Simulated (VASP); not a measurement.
## Si3Sn: single point with PBE

Crystal: Si3Sn.

```
CELL_PARAMETERS angstrom
3.62234 0.00000 0.00000
0.00000 3.62234 0.00000
0.00000 0.00000 7.19784
ATOMIC_POSITIONS crystal
Si 0.00000 0.00000 0.67555
Si 0.00000 0.00000 0.32445
Si 0.00000 0.00000 0.00000
Sn 0.50000 0.50000 0.50000
```

The cell was built from a structure type or drawn by symmetry, and may not be a known phase.

```yaml
Program: VASP 6.6.1
Task: single point
Functional: PBE
Potentials_or_basis: VASP PAW PBE potentials, release 64 (Si, Sn_d)
Cutoff: 520 eV
k_mesh: 6 × 6 × 4
Occupations: gaussian, width 0.1 eV
Spin: no spin polarisation
```

```
Pressure               : -0.1 GPa
Largest force          : 0.009 eV/Å
Band gap on the k mesh : zero (bands 13 and 14 overlap by 3.45 eV)
```

Forces on the atoms (eV/Å):
```
Si   0.000  0.000 -0.009
Si   0.000  0.000  0.009
Si   0.000  0.000  0.000
Sn   0.000  0.000  0.000
```

Stress tensor (GPa, compression positive):
```
-0.03  0.00  0.00
 0.00 -0.03  0.00
 0.00  0.00 -0.12
```

Levels at points of the mesh, in eV from the Fermi level:
```csv
k point,band 9,band 10,band 11,band 12,band 13,band 14,band 15,band 16,band 17,band 18
"(0.00, 0.00, 0.00)",-1.47,-1.47,-1.42,-1.27,0.34,2.25,2.25,2.26,2.26,3.28
"(0.50, 0.00, 0.00)",-6.92,-3.38,-2.20,0.36,0.62,1.19,2.56,2.71,2.86,3.37
"(0.50, 0.50, 0.00)",-5.89,-5.27,-5.27,-1.04,-1.04,-1.01,-1.01,0.28,1.23,2.28
"(0.00, 0.00, 0.50)",-5.12,-1.37,-1.37,-0.94,0.99,0.99,2.40,3.44,4.57,4.57
"(0.50, 0.00, 0.50)",-4.19,-4.04,-3.26,-0.46,0.95,1.49,1.62,2.58,2.73,4.93
"(0.50, 0.50, 0.50)",-5.19,-5.19,-3.30,-2.31,-2.31,-2.11,0.08,1.45,1.45,3.16
```

Wall time 27 s on 1 thread of AMD EPYC 9R45 96-Core Processor (Zen 5), on a shared host, peak memory 0.18 GiB.

Caveat: spin-orbit coupling is left out, which moves the levels of the heavy elements.
